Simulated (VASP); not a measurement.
# KBr (P1) in VASP: notebook

Runs on KBr. Level: PBE. Tasks: single point, relaxation of cell and atoms.

Program: VASP 6.6.1. These are calculated values, not measurements. Logs are shortened: lines on timing, memory, paths and dates and some standing lists are left out, and cuts for length are marked.

### Step 1. The cell of the first run

The typed cell holds 2 atoms: a = 4.691 Å, b = 4.728 Å, c = 4.787 Å, α = 60.06°, β = 59.90°, γ = 60.22°.

### Step 2. Single point, PBE

Contents of INCAR:

```
SYSTEM = KBr
  PREC = Accurate
  ENCUT = 520
  EDIFF = 1E-6
  ISMEAR = 0
  SIGMA = 0.05
  LREAL = .FALSE.
  LASPH = .TRUE.
  NELM = 60
  ALGO = Normal
  ISIF = 2
  LWAVE = .FALSE.
  LCHARG = .FALSE.
  GGA = PE
  NBANDS = 15
```

Contents of KPOINTS:

```
regular mesh
0
G
  6 6 6
  0 0 0
```

Contents of POSCAR:

```
KBr
1.0
    0.0203968714      3.3351370075      3.2981825641
    3.3644420903     -0.0034694210      3.3220488565
    3.3874002553      3.3819614648     -0.0264275860
K Br
1 1
Direct
    0.0017670191     -0.0000459585     -0.0018190912
    0.4982329809      0.5000459585      0.5018190912
```

Potentials or basis: VASP PAW PBE potentials, release 64 (K_sv, Br).

Command:

```bash
> cat potpaw_PBE.64/K_sv/POTCAR potpaw_PBE.64/Br/POTCAR > POTCAR
> mpirun -np 1 vasp_std > vasp.out
```

OUTCAR:

```text
SYSTEM = KBr
   PREC = Accurate
   ENCUT = 520
   EDIFF = 1E-6
   ISMEAR = 0
   LREAL = .FALSE.
   LASPH = .TRUE.
   NELM = 60
   ISIF = 2
   GGA = PE

 ion  position               nearest neighbor table
   1  0.002  1.000  0.998-
   2  0.498  0.500  0.502-

  LATTYP: Found a triclinic cell.
 ALAT       =     8.1712246273
 B/A-ratio  =     0.5782988899
 C/A-ratio  =     0.5858040005
 COS(alpha) =     0.0015893784
 COS(beta)  =     0.2988114065
 COS(gamma) =     0.8637963090

  Lattice vectors:

 A1 = (  -6.7110486028,   3.2917819712,   3.3007438577)
 A2 = (  -3.3440452189,   3.3386064285,  -0.0238662924)
 A3 = (  -3.3874002553,  -3.3819614648,   0.0264275860)

Analysis of symmetry for initial positions (statically):
=====================================================================
 Subroutine PRICEL returns:
 Original cell was already a primitive cell.

 Routine SETGRP: Setting up the symmetry group for a
 triclinic supercell.

 Subroutine GETGRP returns: Found  1 space group operations
 (whereof  1 operations were pure point group operations)
 out of a pool of  2 trial point group operations.

The static configuration has the point symmetry C_1 .

Analysis of symmetry for dynamics (positions and initial velocities):
=====================================================================
 Subroutine PRICEL returns:
 Original cell was already a primitive cell.

 Routine SETGRP: Setting up the symmetry group for a
 triclinic supercell.

 Subroutine GETGRP returns: Found  1 space group operations
 (whereof  1 operations were pure point group operations)
 out of a pool of  2 trial point group operations.

The dynamic configuration has the point symmetry C_1 .

 Subroutine INISYM returns: Found  1 space group operations
 (whereof  1 operations are pure point group operations),
 and found     1 'primitive' translations

----------------------------------------------------------------------------------------

                                     Primitive cell

  volume of cell :      75.1649

  direct lattice vectors                    reciprocal lattice vectors
     0.020396871  3.335137008  3.298182564    -0.149470711  0.150895228  0.151535721
     3.364442090 -0.003469421  3.322048856     0.149570710 -0.148643915  0.149384407
     3.387400255  3.381961465 -0.026427586     0.147554675  0.146727879 -0.149284408

  length of vectors
     4.690582386  4.728159390  4.786736075     0.260909828  0.258422352  0.256100150

  position of ions in fractional coordinates (direct lattice)
     0.001767019  0.999954041  0.998180909
     0.498232981  0.500045959  0.501819091

  ion indices of the primitive-cell ions
   primitive index   ion index
                 1           1
                 2           2

----------------------------------------------------------------------------------------

 KPOINTS: regular mesh

Automatic generation of k-mesh.
 Grid dimensions read from file:
 generate k-points for:    6    6    6

 Generating k-lattice:

  Cartesian coordinates                     Fractional coordinates (reciprocal lattice)
    -0.024911785  0.025149205  0.025255954     0.166666667  0.000000000 -0.000000000
     0.024928452 -0.024773986  0.024897401    -0.000000000  0.166666667 -0.000000000
     0.024592446  0.024454646 -0.024880735    -0.000000000 -0.000000000  0.166666667

  Length of vectors
     0.043484971  0.043070392  0.042683358

  Shift w.r.t. Gamma in fractional coordinates (k-lattice)
     0.000000000  0.000000000  0.000000000

 Subroutine IBZKPT returns following result:
 ===========================================

 Found    112 irreducible k-points:

 Following reciprocal coordinates:
            Coordinates               Weight
  0.000000  0.000000  0.000000      1.000000
  0.166667  0.000000  0.000000      2.000000
  0.333333 -0.000000  0.000000      2.000000
  0.500000 -0.000000  0.000000      1.000000
 -0.000000  0.166667 -0.000000      2.000000
  0.166667  0.166667  0.000000      2.000000
[... 16 lines left out ...]
  0.333333  0.000000  0.166667      2.000000
  0.500000 -0.000000  0.166667      2.000000
 [... further k-points ...]
   k-points           NKPTS =    112   k-points in BZ     NKDIM =    112   number of bands    NBANDS=     15
   number of dos      NEDOS =    301   number of ions     NIONS =      2
   total plane-waves  NPLWV =  46656
   dimension x,y,z NGX =    36 NGY =   36 NGZ =   36
   dimension x,y,z NGXF=    72 NGYF=   72 NGZF=   72
   ions per type =               1   1
   NGX,Y,Z   is equivalent  to a cutoff of  12.76, 12.66, 12.50 a.u.
   NGXF,Y,Z  is equivalent  to a cutoff of  25.52, 25.32, 25.01 a.u.
 SYSTEM =  KBr
   PREC   = accura    normal or accurate (medium, high low for compatibility)
   ISTART =      0    job   : 0-new  1-cont  2-samecut
   ICHARG =      2    charge: 1-file 2-atom 10-const
   ISPIN  =      1    spin polarized calculation?
   LNONCOLLINEAR =      F non collinear calculations
   LSORBIT =      F    spin-orbit coupling
   LASPH  =      T    aspherical Exc in radial PAW
   ENCUT  =  520.0 eV  38.22 Ry    6.18 a.u.   8.72  8.79  8.90*2*pi/ulx,y,z
   NELM   =     60;   NELMIN=  2; NELMDL= -5     # of ELM steps
   EDIFF  = 0.1E-05   stopping-criterion for ELM
   LREAL  =      F    real-space projection
   EDIFFG = 0.1E-04   stopping-criterion for IOM
   NSW    =      0    number of steps for IOM
   IBRION =     -1    ionic relax: 0-MD 1-quasi-New 2-CG
   NFREE  =      0    steps in history (QN), initial steepest desc. (CG)
   ISIF   =      2    stress and relaxation
   ISYM   =      2    0-nonsym 1-usesym 2-fastsym
   POTIM  = 0.5000    time-step for ionic-motion
   TEBEG  =    0.0;   TEEND  =   0.0 temperature during run
   PSTRESS=    0.0 pullay stress
   NELECT =      16.0000    total number of electrons
   NUPDOWN=      -1.0000    fix difference up-down
   EMIN   =  10.00;   EMAX   =-10.00  energy-range for DOS
   EFERMI =   0.00;   METHOD = LEGACY
   ISMEAR =     0;   SIGMA  =   0.05  broadening in eV -4-tet -1-fermi 0-gaus
   EFERMI_NEDOS =   21; number of points for ismear=-14 and -15
   IALGO  =     38    algorithm
   IMIX   =      4    mixing-type and parameters
     AMIX     =   0.40;   BMIX     =  1.00
     AMIX_MAG =   1.60;   BMIX_MAG =  1.00
  volume/ion in A,a.u.               =      37.58       253.62
  Fermi-wavevector in a.u.,A,eV,Ry     =   0.977484  1.847178 13.000036  0.955476
  Thomas-Fermi vector in A             =   2.108185
   LORBIT       =      0    0 simple, 1 ext, 2 COOP (PROOUT), +10 PAW based schemes
   GGA     = PE    functional components
   LHFCALC =     F    Hartree Fock is set to
   AEXX    =    0.0000 exact exchange contribution
   IVDW    =     0    specifies the selected vdW correction
   LEPSILON=     F    determine dielectric tensor
   LRPA    =     F    only Hartree local field effects (RPA)
 non-spin polarized calculation
 Gauss-broadening in eV      SIGMA  =   0.05
  energy-cutoff  :      520.00
  volume of cell :       75.16
 maximum number of plane-waves:      2042
   NGX = 17   NGY = 17   NGZ = 17

 number of electron      16.0000000 magnetization

 Free energy of the ion-electron system (eV)
  ---------------------------------------------------
  ext. energy  EPLUGINS =         0.00000000
  ---------------------------------------------------
  free energy    TOTEN  =        -6.22231234 eV

  energy without entropy =       -6.22231234  energy(sigma->0) =       -6.22231234

 E-fermi :  -1.6522     XC(G=0):  -7.1934

 val. band max:       -1.8908681864   @ k =   0.0000   0.0000   0.0000
 cond. band min:       2.4038274184   @ k =   0.0000   0.0000   0.0000
 fundamental gap:      4.2946956048
 Fermi energy:        -1.6521981758

 k-point     1 :       0.0000    0.0000    0.0000
  band No.  band energies     occupation
      1     -29.7920      2.00000
      2     -14.1518      2.00000
      3     -13.2672      2.00000
      4     -13.2658      2.00000
      5     -13.2643      2.00000
      6      -1.9330      2.00000
      7      -1.9104      2.00000
      8      -1.8909      2.00000
      9       2.4038      0.00000
     10       5.5950      0.00000
     11       5.6799      0.00000
     12       5.7654      0.00000
     13       6.4499      0.00000
     14       6.5030      0.00000
     15       9.5718      0.00000

 k-point     2 :       0.1667    0.0000    0.0000
  band No.  band energies     occupation
      1     -29.7909      2.00000
      2     -14.1994      2.00000
      3     -13.2675      2.00000
      4     -13.2658      2.00000
      5     -13.2040      2.00000
      6      -2.2355      2.00000
      7      -2.0133      2.00000
      8      -1.9920      2.00000
      9       3.0393      0.00000
     10       5.5717      0.00000
     11       5.9152      0.00000
     12       6.0081      0.00000
     13       6.7784      0.00000
     14       6.8389      0.00000
     15      10.4542      0.00000

 k-point     3 :       0.3333   -0.0000    0.0000
  band No.  band energies     occupation
      1     -29.7886      2.00000
      2     -14.2801      2.00000
      3     -13.2707      2.00000
      4     -13.2682      2.00000
      5     -13.0925      2.00000
      6      -2.7739      2.00000
      7      -2.1671      2.00000
      8      -2.1465      2.00000
      9       4.1552      0.00000
     10       5.7350      0.00000
     11       6.7600      0.00000
     12       6.8465      0.00000
     13       7.6030      0.00000
     14       7.6849      0.00000
     15       9.3605      0.00000
[... 343 lines left out ...]
 k-point    23 :       0.3333    0.0000    0.1667
  band No.  band energies     occupation
      1     -29.7887      2.00000
      2     -14.2266      2.00000
      3     -13.2784      2.00000
      4     -13.2742      2.00000
      5     -13.1544      2.00000
      6      -2.6456      2.00000
      7      -2.1547      2.00000
      8      -2.1032      2.00000
      9       4.1148      0.00000
     10       4.9515      0.00000
     11       6.9307      0.00000
     12       7.0309      0.00000
     13       7.2859      0.00000
     14       7.5862      0.00000
     15       9.3014      0.00000

 k-point    24 :       0.5000   -0.0000    0.1667
  band No.  band energies     occupation
      1     -29.7872      2.00000
      2     -14.2638      2.00000
      3     -13.2834      2.00000
      4     -13.2773      2.00000
      5     -13.0987      2.00000
      6      -2.8610      2.00000
      7      -2.3101      2.00000
      8      -2.2089      2.00000
      9       4.7655      0.00000
     10       5.7821      0.00000
     11       7.1111      0.00000
     12       7.5393      0.00000
     13       7.8393      0.00000
     14       8.0567      0.00000
     15       8.9053      0.00000

 [... further k-points ...]

------------------------ aborting loop because EDIFF is reached ----------------------------------------

  FORCE on cell =-STRESS in cart. coord.  units (eV):
  Direction    XX          YY          ZZ          XY          YZ          ZX
  --------------------------------------------------------------------------------------
  -------------------------------------------------------------------------------------
  Total       -0.0240683     -0.0057817      0.1338669     -0.0312121      0.0369158      0.0034577
  in kB       -0.5130288     -0.1232406      2.8534392     -0.6653022      0.7868784      0.0737027
  external PRESSURE =       0.7390566 kB  Pullay stress =       0.0000000 kB

 VOLUME and BASIS-vectors are now :
 -----------------------------------------------------------------------------
  energy-cutoff  :      520.00
  volume of cell :       75.16
      direct lattice vectors                 reciprocal lattice vectors
     0.020396871  3.335137008  3.298182564    -0.149470711  0.150895228  0.151535721
     3.364442090 -0.003469421  3.322048856     0.149570710 -0.148643915  0.149384407
     3.387400255  3.381961465 -0.026427586     0.147554675  0.146727879 -0.149284408

 POSITION                                       TOTAL-FORCE (eV/Angst)
 -----------------------------------------------------------------------------------
      6.74556      3.37823      3.30134         0.011509      0.000792     -0.013139
      3.39240      3.35707      3.29118        -0.011509     -0.000792      0.013139
 -----------------------------------------------------------------------------------
    total drift:                               -0.000056     -0.000029      0.000015

  FREE ENERGIE OF THE ION-ELECTRON SYSTEM (eV)
  ---------------------------------------------------
  free  energy   TOTEN  =        -6.2223123418 eV

  energy  without entropy=       -6.2223123418  energy(sigma->0) =       -6.22231234
```

Wall time 2.7 min (1 thread of Oxide Virtual Turin-like, shared host); peak memory 0.25 GiB.

Results:

* Free energy: -6.2223 eV
* Pressure: 0.1 GPa
* Largest force: 0.017 eV/Å
* Band gap on the k mesh: 4.29 eV

Forces in eV/Å, atoms in the order of the input:
```
K    0.012  0.001 -0.013
Br  -0.012 -0.001  0.013
```

Stress tensor (GPa, compression positive):
```
-0.05 -0.07  0.01
-0.07 -0.01  0.08
 0.01  0.08  0.29
```

### Step 3. Single point, PBE

This run uses another cell than the first one, of 37.70 Å³/atom.

Contents of INCAR:

```
ALGO = Normal
EDIFF = 1E-7
ENCUT = 520
GGA = PE
ISIF = 2
ISMEAR = 0
LASPH = T
LCHARG = F
LREAL = F
LWAVE = F
NBANDS = 15
NELM = 60
PREC = Accurate
SIGMA = 0.05
```

Contents of KPOINTS:

```
k-points
0
Gamma
  6 6 6
```

Contents of POSCAR:

```
KBr
1.0
    0.0019148036      3.3514715073      3.3519862137
    3.3531435855      0.0000452049      3.3538871577
    3.3540597631      3.3542731699     -0.0008865845
K Br
1 1
Direct
    0.0001061395      0.0003397783     -0.0001696040
    0.4998938605      0.4996602217      0.5001696040
```

Potentials or basis: VASP PAW PBE potentials, release 64 (K_sv, Br).

Command:

```bash
> cat potpaw_PBE.64/K_sv/POTCAR potpaw_PBE.64/Br/POTCAR > POTCAR
> mpirun -np 1 vasp_std > vasp.out
```

Run time: 2.5 min. Hardware: 1 thread of Oxide Virtual Turin-like, shared host; peak memory 0.26 GiB.

Results (log left out):

```
Free energy            : -6.2236 eV
Pressure               : 0.0 GPa
Largest force          : 0.003 eV/Å
Band gap on the k mesh : 4.31 eV
```

Forces in eV/Å, atoms in the order of the input:
```
K   -0.001  0.000 -0.003
Br   0.001  0.000  0.003
```

Levels at points of the mesh, in eV from the valence-band top:
```csv
k point,band 4,band 5,band 6,band 7,band 8,band 9,band 10,band 11,band 12,band 13
"(0.00, 0.00, 0.00)",-11.36,-11.36,0.00,0.00,0.00,4.31,7.58,7.59,7.59,8.38
"(0.50, 0.00, 0.00)",-11.37,-11.13,-1.09,-0.30,-0.30,6.49,8.05,9.63,9.63,9.92
"(0.00, 0.50, 0.00)",-11.37,-11.13,-1.09,-0.30,-0.30,6.49,8.05,9.63,9.63,9.92
"(0.50, 0.50, 0.00)",-11.39,-11.39,-0.77,-0.27,-0.27,5.91,7.02,9.24,9.28,9.50
"(0.00, 0.00, 0.50)",-11.37,-11.13,-1.09,-0.30,-0.30,6.49,8.05,9.63,9.63,9.92
"(0.50, 0.00, 0.50)",-11.39,-11.39,-0.76,-0.27,-0.27,5.91,7.02,9.25,9.28,9.50
"(0.00, 0.50, 0.50)",-11.39,-11.39,-0.76,-0.27,-0.27,5.91,7.02,9.25,9.28,9.50
"(0.50, 0.50, 0.50)",-11.37,-11.13,-1.09,-0.30,-0.30,6.49,8.05,9.63,9.63,9.92
```

[end of part 1 of 2]
